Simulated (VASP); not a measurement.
Write the native input for VASP 6.6.1 that does the following.

```
Task                   : relaxation of cell and atoms
Functional             : LDA
Potentials or basis    : VASP PAW LDA potentials, release 64 (Ta_pv, N)
Cutoff                 : 600 eV
k mesh                 : 18 × 18 × 14
Occupations            : fermi-dirac, width 0.15 eV
Spin                   : no spin polarisation
Target pressure        : 7 GPa
Dipole correction      : no
Further INCAR settings : ALGO = Normal; EDIFF = 1e-07; IBRION = 2; EDIFFG = -0.001; NSW = 80; ISIF = 3
```

The structure of TaN lies in POSCAR:

```
TaN
1.0
    2.9068983737      0.0000000000      0.0000000000
   -1.4534491869      2.5174478378      0.0000000000
    0.0000000000      0.0000000000      2.8508655691
Ta N
1 1
Direct
    0.3333333333      0.6666666667      0.5000000000
    0.0000000000      0.0000000000      0.0000000000
```

The input as run:

INCAR

```
SYSTEM = TaN
ALGO = Normal
EDIFF = 1E-7
EDIFFG = -0.001
ENCUT = 600
IBRION = 2
ISIF = 3
ISMEAR = -1
LASPH = .TRUE.
LCHARG = .FALSE.
LREAL = .FALSE.
LWAVE = .FALSE.
NELM = 100
NSW = 80
PREC = Accurate
PSTRESS = 70.0
SIGMA = 0.15
```

KPOINTS

```
k-points
0
G
  18 18 14
  0 0 0
```

Potentials or basis: VASP PAW LDA potentials, release 64 (Ta_pv, N).

Launch:

```console
$ cat potpaw_LDA.64/Ta_pv/POTCAR potpaw_LDA.64/N/POTCAR > POTCAR
$ mpirun -np 1 vasp_std > vasp.out
```

Results of the run:

| Property | Result |
| --- | --- |
| Relaxed volume | 10.30 Å³/atom |
| Relaxed cell | a = 2.893 Å, b = 2.893 Å, c = 2.841 Å, α = 90.00°, β = 90.00°, γ = 120.00° |
| Space group after relaxing (to 0.1 Å) | P-6m2 (No. 187) |
| Energy change on relaxing (the run minimises the enthalpy) | +3.7 meV/atom |
| Ionic steps | 9 |
| Pressure after relaxing | 7.0 GPa |
| Band gap on the k mesh | zero (bands 8 and 9 overlap by 0.38 eV) |

Caveat: the cell is relaxed towards a set pressure, so the run minimises the enthalpy, not the energy; spin-orbit coupling is left out, which moves the levels of the heavy elements.

It took 6 min on 1 thread of Intel Xeon 8259CL, with other jobs on the host, peak memory 0.23 GiB.
